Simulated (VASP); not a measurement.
Write the native input for VASP 6.6.1 that does the following.

| Item | Value |
| --- | --- |
| Task | single point |
| Functional | PBE |
| Potentials or basis | VASP PAW PBE potentials, release 64 (Al, N) |
| Cutoff | 520 eV |
| k mesh | 10 × 10 × 10 |
| Occupations | gaussian, width 0.05 eV |
| Spin | no spin polarisation |
| Dipole correction | no |
| Further INCAR settings | ALGO = Normal; EDIFF = 1e-06; NBANDS = 11 |

The structure of AlN lies in POSCAR:

```
AlN
1.0
   -0.1645978990      2.0087898515      2.0087898515
    2.0087898515     -0.1645978990      2.0087898515
    2.0087898515      2.0087898515     -0.1645978990
Al N
1 1
Direct
    0.5000000000      0.5000000000      0.5000000000
    0.0000000000      0.0000000000      0.0000000000
```

The input as run:

INCAR

```
ALGO     = Normal         # electronic algorithm
EDIFF    = 1E-6           # SCF threshold, eV
ENCUT    = 520            # plane-wave cutoff, eV
GGA      = PE             # functional
ISIF     = 2              # what is computed and relaxed
ISMEAR   = 0              # smearing method
LASPH    = True           # aspherical terms in the spheres
LCHARG   = True           # write CHGCAR
LELF     = True           # ELF
LREAL    = False          # projectors in reciprocal space
LVHAR    = True         
LWAVE    = False          # write WAVECAR
NBANDS   = 11             # bands
NELM     = 100            # most SCF steps
PREC     = Accurate       # precision mode
SIGMA    = 0.05           # smearing width, eV
```

KPOINTS

```
k-points
0
Gamma
  10 10 10
```

Potentials or basis: VASP PAW PBE potentials, release 64 (Al, N).

Run with:

```bash
$ cat potpaw_PBE.64/Al/POTCAR potpaw_PBE.64/N/POTCAR > POTCAR
$ mpirun -np 1 vasp_std > vasp.out
```

It gave:

* Pressure: -15.6 GPa
* Band gap on the k mesh: 2.18 eV, indirect (least direct gap 3.06 eV)

Wall time 13 s on 1 thread of Intel(R) Xeon(R) Platinum 8259CL CPU @ 2.50GHz (Skylake/Cascade Lake) (shared host), peak memory 0.15 GiB.
